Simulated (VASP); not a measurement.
Wanted: the native input for a VASP 6.6.1 run.

```
Task                   : single point
Functional             : r2SCAN
Potentials or basis    : VASP PAW PBE potentials, release 64 (Si, O)
Cutoff                 : 520 eV
k mesh                 : 6 × 6 × 8
Occupations            : gaussian, width 0.05 eV
Spin                   : no spin polarisation
Dipole correction      : no
Further INCAR settings : ALGO = Normal; EDIFF = 1e-07; NBANDS = 25
```

The system is SiO2.

```
Si O
1.0
     4.18541    0.00000    0.00000
     0.00000    4.18541    0.00000
     0.00000    0.00000    2.66874
Si O
2 4
Direct
  0.50000 0.50000 0.50000
  0.00000 0.00000 0.00000
  0.69389 0.69389 0.00000
  0.19389 0.80611 0.50000
  0.30611 0.30611 0.00000
  0.80611 0.19389 0.50000
```

These files were run (other wordings do the same):

POSCAR

```
SiO2
1.0
    4.1854060778      0.0000000000      0.0000000000
    0.0000000000      4.1854060778      0.0000000000
    0.0000000000      0.0000000000      2.6687449796
Si O
2 4
Direct
    0.5000000000      0.5000000000      0.5000000000
    0.0000000000      0.0000000000      0.0000000000
    0.6938852017      0.6938852017      0.0000000000
    0.1938852017      0.8061147983      0.5000000000
    0.3061147983      0.3061147983      0.0000000000
    0.8061147983      0.1938852017      0.5000000000
```

INCAR.step1

```
SYSTEM = SiO2
  PREC = Accurate
  ENCUT = 520
  ISMEAR = 0
  SIGMA = 0.05
  LREAL = .FALSE.
  LASPH = .TRUE.
  NELM = 100
  NBANDS = 25
  GGA = PE
  ALGO = Normal
  EDIFF = 1E-4
  LWAVE = .TRUE.
  LCHARG = .FALSE.
```

INCAR.step2

```
SYSTEM = SiO2
  PREC = Accurate
  ENCUT = 520
  EDIFF = 1E-7
  ISMEAR = 0
  SIGMA = 0.05
  LREAL = .FALSE.
  LASPH = .TRUE.
  NELM = 100
  ALGO = Normal
  ISIF = 2
  LWAVE = .FALSE.
  LCHARG = .FALSE.
  METAGGA = R2SCAN
  LMIXTAU = .TRUE.
  NBANDS = 25
  ISTART = 1
```

KPOINTS

```
Automatic mesh
0
G
  6 6 8
  0 0 0
```

Potentials or basis: VASP PAW PBE potentials, release 64 (Si, O).

Command:

```sh
$ cat potpaw_PBE.64/Si/POTCAR potpaw_PBE.64/O/POTCAR > POTCAR
$ cp INCAR.step1 INCAR
$ mpirun -np 1 vasp_std > vasp.out
$ cp INCAR.step2 INCAR
$ mpirun -np 1 vasp_std > vasp.out
```

Results of the run:

```json
{
  "Pressure": "0.4 GPa",
  "Largest force": "0.023 eV/Å",
  "Band gap on the k mesh": "6.51 eV, direct"
}
```

Caveat: the PAW data sets were made with another functional, which shifts forces and pressure a little.

Run time: 2.2 min on 1 thread of Intel(R) Xeon(R) Platinum 8259CL CPU @ 2.50GHz (Skylake/Cascade Lake) (shared host), peak memory 0.18 GiB.
